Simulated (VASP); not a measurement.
A run of VASP 6.6.1 is set up as follows.

Contents of POSCAR:

```
NiO
1.0
    0.0000000000      2.0514606124      2.0514606124
    2.0514606124      0.0000000000      2.0514606124
    2.0514606124      2.0514606124      0.0000000000
Ni O
1 1
Direct
    0.0000000000      0.0000000000      0.0000000000
    0.5000000000      0.5000000000      0.5000000000
```

Contents of INCAR.step1:

```
SYSTEM = NiO
PREC = Accurate
ENCUT = 660
ISMEAR = 0
SIGMA = 0.02
LREAL = .False.
LASPH = .True.
NELM = 200
ISPIN = 2
MAGMOM = 1.84 0.31
LMAXMIX = 4
NBANDS = 23
GGA = PE
ALGO = Normal
EDIFF = 1E-5
LWAVE = .True.
LCHARG = .False.
GGA_COMPAT = .False.
```

File INCAR.step2:

```
SYSTEM = NiO
PREC = Accurate
ENCUT = 660
EDIFF = 1E-6
ISMEAR = 0
SIGMA = 0.02
LREAL = .False.
LASPH = .True.
NELM = 200
ALGO = Normal
ISIF = 2
LWAVE = .False.
LCHARG = .True.
ISPIN = 2
MAGMOM = 1.84 0.31
LORBIT = 11
LMAXMIX = 4
METAGGA = R2SCAN
LMIXTAU = .True.
LELF = .True.
LVHAR = .True.
NBANDS = 23
ISTART = 1
GGA_COMPAT = .False.
```

File KPOINTS:

```
Automatic mesh
0
Gamma
  12 12 12
  0 0 0
```

Potentials or basis: VASP PAW PBE potentials, release 64 (Ni_sv_GW, O).

Command:

```bash
$ cat potpaw_PBE.64/Ni_sv_GW/POTCAR potpaw_PBE.64/O/POTCAR > POTCAR
$ cp INCAR.step1 INCAR
$ mpirun -np 1 vasp_std > vasp.out
$ cp INCAR.step2 INCAR
$ mpirun -np 1 vasp_std > vasp.out
```

Question: Predict the site moments.

Answer: Ni +1.70; O +0.28 μB.

Question: What does it give for the net moment?

Answer: 2.00 μB per cell.

Question: What does it give for the pressure?

Answer: 13.9 GPa.

Caveat: the cell stands under pressure; the PAW data sets were made with another functional, which shifts forces and pressure a little; a cell with one magnetic atom can't hold antiferromagnetic order, which such compounds often take.
